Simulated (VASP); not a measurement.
# NaI (P6_3/mmc) in VASP: a series of runs

NaI is run at these levels: PBE, r2SCAN; tasks: single point.

Program: VASP 6.6.1. These are calculated values, not measurements. Logs are shortened: lines on timing, memory, paths and dates and some standing lists are left out, and cuts for length are marked.

**1. The cell of the first run**

The structure is hexagonal, space group P6_3/mmc (No. 194). Conventional cell: a = 5.575 Å, b = 5.575 Å, c = 6.657 Å, α = 90.00°, β = 90.00°, γ = 120.00°. Within 4.2 Å of Na (site symmetry -6m2) lie 5 I at 3.22 to 3.33 Å. Within 4.2 Å of I (site symmetry -6m2) lie 5 Na at 3.22 to 3.33 Å.

**2. Single point, PBE (44.80 Å³/atom)**

Contents of INCAR:

```
SYSTEM = NaI
PREC = Accurate ; ENCUT = 520
EDIFF = 1E-6 ; ISMEAR = 0
SIGMA = 0.01 ; LREAL = .False.
LASPH = .True. ; NELM = 100
ALGO = Normal ; ISIF = 2
LWAVE = .False. ; LCHARG = .False.
GGA = PE ; NBANDS = 22
```

Contents of KPOINTS:

```
regular mesh
0
Gamma
  6 6 4
  0 0 0
```

Contents of POSCAR:

```
NaI
1.0
    5.5750739508      0.0000000000      0.0000000000
   -2.7875369754      4.8281556694      0.0000000000
    0.0000000000      0.0000000000      6.6571788501
Na I
2 2
Direct
    0.3333333333      0.6666666667      0.2500000000
    0.6666666667      0.3333333333      0.7500000000
    0.6666666667      0.3333333333      0.2500000000
    0.3333333333      0.6666666667      0.7500000000
```

Potentials or basis: VASP PAW PBE potentials, release 64 (Na_pv, I).

Started as:

```console
$ cat potpaw_PBE.64/Na_pv/POTCAR potpaw_PBE.64/I/POTCAR > POTCAR
$ mpirun -np 1 vasp_std > vasp.out
```

OUTCAR:

```text
SYSTEM = NaI
   PREC = Accurate
   ENCUT = 520
   EDIFF = 1E-6
   ISMEAR = 0
   LREAL = .False.
   LASPH = .True.
   NELM = 100
   ISIF = 2
   GGA = PE

 ion  position               nearest neighbor table
   1  0.333  0.667  0.250-
   2  0.667  0.333  0.750-
   3  0.667  0.333  0.250-
   4  0.333  0.667  0.750-

  LATTYP: Found a hexagonal cell.
 ALAT       =     5.5750739508
 C/A-ratio  =     1.1940969589

  Lattice vectors:

 A1 = (   5.5750739508,   0.0000000000,   0.0000000000)
 A2 = (  -2.7875369754,   4.8281556694,   0.0000000000)
 A3 = (   0.0000000000,   0.0000000000,   6.6571788501)

Analysis of symmetry for initial positions (statically):
=====================================================================
 Subroutine PRICEL returns:
 Original cell was already a primitive cell.

 Routine SETGRP: Setting up the symmetry group for a
 hexagonal supercell.

 Subroutine GETGRP returns: Found 24 space group operations
 (whereof 12 operations were pure point group operations)
 out of a pool of 24 trial point group operations.

The static configuration has the point symmetry D_3d.
 The point group associated with its full space group is D_6h.

Analysis of symmetry for dynamics (positions and initial velocities):
=====================================================================
 Subroutine PRICEL returns:
 Original cell was already a primitive cell.

 Routine SETGRP: Setting up the symmetry group for a
 hexagonal supercell.

 Subroutine GETGRP returns: Found 24 space group operations
 (whereof 12 operations were pure point group operations)
 out of a pool of 24 trial point group operations.

The dynamic configuration has the point symmetry D_3d.
 The point group associated with its full space group is D_6h.

 Subroutine INISYM returns: Found 24 space group operations
 (whereof 12 operations are pure point group operations),
 and found     1 'primitive' translations

----------------------------------------------------------------------------------------

                                     Primitive cell

  volume of cell :     179.1934

  direct lattice vectors                    reciprocal lattice vectors
     5.575073951  0.000000000  0.000000000     0.179369818  0.103559213  0.000000000
    -2.787536975  4.828155669  0.000000000     0.000000000  0.207118425  0.000000000
     0.000000000  0.000000000  6.657178850     0.000000000  0.000000000  0.150213780

  length of vectors
     5.575073951  5.575073951  6.657178850     0.207118425  0.207118425  0.150213780

  position of ions in fractional coordinates (direct lattice)
     0.333333333  0.666666667  0.250000000
     0.666666667  0.333333333  0.750000000
     0.666666667  0.333333333  0.250000000
     0.333333333  0.666666667  0.750000000

  ion indices of the primitive-cell ions
   primitive index   ion index
                 1           1
                 2           2
                 3           3
                 4           4

----------------------------------------------------------------------------------------

 KPOINTS: regular mesh

Automatic generation of k-mesh.
 Grid dimensions read from file:
 generate k-points for:    6    6    4

 Generating k-lattice:

  Cartesian coordinates                     Fractional coordinates (reciprocal lattice)
     0.029894970  0.017259869  0.000000000     0.166666667 -0.000000000  0.000000000
     0.000000000  0.034519738  0.000000000     0.000000000  0.166666667  0.000000000
     0.000000000  0.000000000  0.037553445     0.000000000  0.000000000  0.250000000

  Length of vectors
     0.034519738  0.034519738  0.037553445

  Shift w.r.t. Gamma in fractional coordinates (k-lattice)
     0.000000000  0.000000000  0.000000000

 Subroutine IBZKPT returns following result:
 ===========================================

 Found     21 irreducible k-points:

 Following reciprocal coordinates:
            Coordinates               Weight
  0.000000  0.000000  0.000000      1.000000
  0.166667  0.000000  0.000000      6.000000
  0.333333 -0.000000  0.000000      6.000000
  0.500000  0.000000  0.000000      3.000000
  0.166667  0.166667  0.000000      6.000000
  0.333333  0.166667  0.000000     12.000000
[... 13 lines left out ...]
  0.333333  0.166667  0.500000     12.000000
  0.333333  0.333333  0.500000      2.000000
   k-points           NKPTS =     21   k-points in BZ     NKDIM =     21   number of bands    NBANDS=     22
   number of dos      NEDOS =    301   number of ions     NIONS =      4
   total plane-waves  NPLWV =  88200
   dimension x,y,z NGX =    42 NGY =   42 NGZ =   50
   dimension x,y,z NGXF=    84 NGYF=   84 NGZF=  100
   ions per type =               2   2
   NGX,Y,Z   is equivalent  to a cutoff of  12.52, 12.52, 12.49 a.u.
   NGXF,Y,Z  is equivalent  to a cutoff of  25.05, 25.05, 24.97 a.u.
 SYSTEM =  NaI
   PREC   = accura    normal or accurate (medium, high low for compatibility)
   ISTART =      0    job   : 0-new  1-cont  2-samecut
   ICHARG =      2    charge: 1-file 2-atom 10-const
   ISPIN  =      1    spin polarized calculation?
   LNONCOLLINEAR =      F non collinear calculations
   LSORBIT =      F    spin-orbit coupling
   LASPH  =      T    aspherical Exc in radial PAW
   ENCUT  =  520.0 eV  38.22 Ry    6.18 a.u.  10.37 10.37 12.38*2*pi/ulx,y,z
   NELM   =    100;   NELMIN=  2; NELMDL= -5     # of ELM steps
   EDIFF  = 0.1E-05   stopping-criterion for ELM
   LREAL  =      F    real-space projection
[... 7 lines left out ...]
   TEBEG  =    0.0;   TEEND  =   0.0 temperature during run
   PSTRESS=    0.0 pullay stress
   NELECT =      28.0000    total number of electrons
   NUPDOWN=      -1.0000    fix difference up-down
   EMIN   =  10.00;   EMAX   =-10.00  energy-range for DOS
   EFERMI =   0.00;   METHOD = LEGACY
   ISMEAR =     0;   SIGMA  =   0.01  broadening in eV -4-tet -1-fermi 0-gaus
   EFERMI_NEDOS =   21; number of points for ismear=-14 and -15
   IALGO  =     38    algorithm
   IMIX   =      4    mixing-type and parameters
     AMIX     =   0.40;   BMIX     =  1.00
     AMIX_MAG =   1.60;   BMIX_MAG =  1.00
  volume/ion in A,a.u.               =      44.80       302.31
  Fermi-wavevector in a.u.,A,eV,Ry     =   0.881766  1.666297 10.578689  0.777512
  Thomas-Fermi vector in A             =   2.002307
   LORBIT       =      0    0 simple, 1 ext, 2 COOP (PROOUT), +10 PAW based schemes
   GGA     = PE    functional components
   LHFCALC =     F    Hartree Fock is set to
   AEXX    =    0.0000 exact exchange contribution
   IVDW    =     0    specifies the selected vdW correction
   LEPSILON=     F    determine dielectric tensor
   LRPA    =     F    only Hartree local field effects (RPA)
 non-spin polarized calculation
 Gauss-broadening in eV      SIGMA  =   0.01
  energy-cutoff  :      520.00
  volume of cell :      179.19
 maximum number of plane-waves:      4848
 NGX is ok and might be reduce to    42
   NGX = 21   NGY = 21   NGZ = 25

 number of electron      28.0000017 magnetization

 Free energy of the ion-electron system (eV)
  ---------------------------------------------------
  ext. energy  EPLUGINS =         0.00000000
  ---------------------------------------------------
  free energy    TOTEN  =       -10.65174718 eV

  energy without entropy =      -10.65174718  energy(sigma->0) =      -10.65174718

 E-fermi :  -0.7546     XC(G=0):  -6.4538

 val. band max:       -0.8099211066   @ k =   0.0000   0.0000   0.0000
 cond. band min:       2.6203531960   @ k =   0.0000   0.0000   0.0000
 fundamental gap:      3.4302743026
 Fermi energy:        -0.7545979716

 k-point     1 :       0.0000    0.0000    0.0000
  band No.  band energies     occupation
      1     -23.3966      2.00000
      2     -23.3966      2.00000
      3     -23.3956      2.00000
      4     -23.3956      2.00000
      5     -23.3934      2.00000
      6     -23.3908      2.00000
[... 14 lines left out ...]
     21       6.9744      0.00000
     22       6.9744      0.00000

 k-point     2 :       0.1667    0.0000    0.0000
  band No.  band energies     occupation
      1     -23.3967      2.00000
      2     -23.3966      2.00000
      3     -23.3958      2.00000
      4     -23.3956      2.00000
      5     -23.3932      2.00000
      6     -23.3910      2.00000
[... 14 lines left out ...]
     21       6.7104      0.00000
     22       7.2721      0.00000

 k-point     3 :       0.3333   -0.0000    0.0000
  band No.  band energies     occupation
      1     -23.3969      2.00000
      2     -23.3968      2.00000
      3     -23.3962      2.00000
      4     -23.3956      2.00000
      5     -23.3928      2.00000
      6     -23.3914      2.00000
[... 14 lines left out ...]
     21       7.1321      0.00000
     22       7.8556      0.00000

 k-point     4 :       0.5000    0.0000    0.0000
  band No.  band energies     occupation
      1     -23.3970      2.00000
      2     -23.3968      2.00000
      3     -23.3964      2.00000
      4     -23.3956      2.00000
      5     -23.3925      2.00000
      6     -23.3917      2.00000
[... 14 lines left out ...]
     21       8.0612      0.00000
     22       8.3336      0.00000

 k-point     5 :       0.1667    0.1667    0.0000
  band No.  band energies     occupation
      1     -23.3968      2.00000
      2     -23.3968      2.00000
      3     -23.3961      2.00000
      4     -23.3956      2.00000
      5     -23.3929      2.00000
      6     -23.3912      2.00000
[... 342 lines left out ...]
 k-point    19 :       0.1667    0.1667    0.5000
  band No.  band energies     occupation
      1     -23.3967      2.00000
      2     -23.3967      2.00000
      3     -23.3962      2.00000
      4     -23.3962      2.00000
      5     -23.3919      2.00000
      6     -23.3919      2.00000
[... 14 lines left out ...]
     21       6.8184      0.00000
     22       6.8184      0.00000

 k-point    20 :       0.3333    0.1667    0.5000
  band No.  band energies     occupation
      1     -23.3970      2.00000
      2     -23.3970      2.00000
      3     -23.3962      2.00000
      4     -23.3962      2.00000
      5     -23.3918      2.00000
      6     -23.3918      2.00000
[... 14 lines left out ...]
     21       7.2836      0.00000
     22       7.2836      0.00000

 k-point    21 :       0.3333    0.3333    0.5000
  band No.  band energies     occupation
      1     -23.3971      2.00000
      2     -23.3971      2.00000
      3     -23.3963      2.00000
      4     -23.3963      2.00000
      5     -23.3918      2.00000
      6     -23.3918      2.00000
[... 14 lines left out ...]
     21       7.4579      0.00000
     22       7.4579      0.00000

------------------------ aborting loop because EDIFF is reached ----------------------------------------

  FORCE on cell =-STRESS in cart. coord.  units (eV):
  Direction    XX          YY          ZZ          XY          YZ          ZX
  --------------------------------------------------------------------------------------
  -------------------------------------------------------------------------------------
  Total       -0.6461827     -0.6461827     -0.7294028      0.0000000      0.0000000      0.0000000
  in kB       -5.7775511     -5.7775511     -6.5216260      0.0000000      0.0000000      0.0000000
  external PRESSURE =      -6.0255761 kB  Pullay stress =       0.0000000 kB

 VOLUME and BASIS-vectors are now :
 -----------------------------------------------------------------------------
  energy-cutoff  :      520.00
  volume of cell :      179.19
      direct lattice vectors                 reciprocal lattice vectors
     5.575073951  0.000000000  0.000000000     0.179369818  0.103559213  0.000000000
    -2.787536975  4.828155669  0.000000000     0.000000000  0.207118425  0.000000000
     0.000000000  0.000000000  6.657178850     0.000000000  0.000000000  0.150213780

 POSITION                                       TOTAL-FORCE (eV/Angst)
 -----------------------------------------------------------------------------------
     -0.00000      3.21877      1.66429         0.000000     -0.000000      0.000000
      2.78754      1.60939      4.99288        -0.000000     -0.000000      0.000000
      2.78754      1.60939      1.66429        -0.000000      0.000000      0.000000
     -0.00000      3.21877      4.99288        -0.000000     -0.000000      0.000000
 -----------------------------------------------------------------------------------
    total drift:                               -0.000000      0.000000     -0.000000

  FREE ENERGIE OF THE ION-ELECTRON SYSTEM (eV)
  ---------------------------------------------------
  free  energy   TOTEN  =       -10.6517471811 eV

  energy  without entropy=      -10.6517471811  energy(sigma->0) =      -10.65174718
```

Run time: 1.9 min. Hardware: 1 thread of Intel Xeon 8259CL, shared host; peak memory 0.3 GiB.

Results:

- Free energy: -10.6517 eV
- Pressure: -0.6 GPa
- Band gap on the k mesh: 3.43 eV

Caveat: spin-orbit coupling is left out, which moves the levels of the heavy elements. A k mesh can miss the band edges.

(Continued in part 2 of 3.)
